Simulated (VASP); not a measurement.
Set up this calculation in VASP 6.6.1, as the native input.

```
Task                   : single point
Functional             : r2SCAN
Potentials or basis    : VASP PAW PBE potentials, release 64 (Be, S)
Cutoff                 : 520 eV
k mesh                 : 8 × 8 × 8
Occupations            : gaussian, width 0.01 eV
Spin                   : no spin polarisation
Dipole correction      : no
Further INCAR settings : ALGO = Normal; EDIFF = 1e-06; NBANDS = 11
```

BeS:

```xyz
2
Lattice="2.4515 2.4515 0.0000 -2.4515 2.4515 0.0000 0.0000 2.4515 2.4515" Properties=species:S:1:pos:R:3 pbc="T T T"
Be    0.0000    0.0000    0.0000
S     1.2257    3.6772    1.2257
```

These files were run (other wordings do the same):

POSCAR

```
BeS
1.0
    2.4514719052      2.4514719052      0.0000000000
   -2.4514719052      2.4514719052      0.0000000000
    0.0000000000      2.4514719052      2.4514719052
Be S
1 1
Direct
    0.0000000000      0.0000000000      0.0000000000
    0.7500000000      0.2500000000      0.5000000000
```

INCAR.step1

```
SYSTEM = BeS
ALGO = Normal ; EDIFF = 1E-4
ENCUT = 520 ; GGA = PE
ISMEAR = 0 ; LASPH = .TRUE.
LCHARG = .FALSE. ; LREAL = .FALSE.
LWAVE = .TRUE. ; NBANDS = 11
NELM = 100 ; PREC = Accurate
SIGMA = 0.01
```

INCAR.step2

```
SYSTEM = BeS
ALGO = Normal ; EDIFF = 1E-6
ENCUT = 520 ; ISIF = 2
ISMEAR = 0 ; ISTART = 1
LASPH = .TRUE. ; LCHARG = .FALSE.
LMIXTAU = .TRUE. ; LREAL = .FALSE.
LWAVE = .FALSE. ; METAGGA = R2SCAN
NBANDS = 11 ; NELM = 100
PREC = Accurate ; SIGMA = 0.01
```

KPOINTS

```
k-points
0
G
  8 8 8
  0 0 0
```

Potentials or basis: VASP PAW PBE potentials, release 64 (Be, S).

Run with:

```sh
$ cat potpaw_PBE.64/Be/POTCAR potpaw_PBE.64/S/POTCAR > POTCAR
$ cp INCAR.step1 INCAR
$ mpirun -np 1 vasp_std > vasp.out
$ cp INCAR.step2 INCAR
$ mpirun -np 1 vasp_std > vasp.out
```

Results of the run:

```yaml
Pressure: -1.7 GPa
Band_gap_on_the_k_mesh: 3.64 eV (least direct gap 6.24 eV)
```

Caveat: the PAW data sets were made with another functional, which shifts forces and pressure a little.

Wall time 67 s on 1 thread of Intel Xeon 8259CL, with other jobs on the host, peak memory 0.16 GiB.
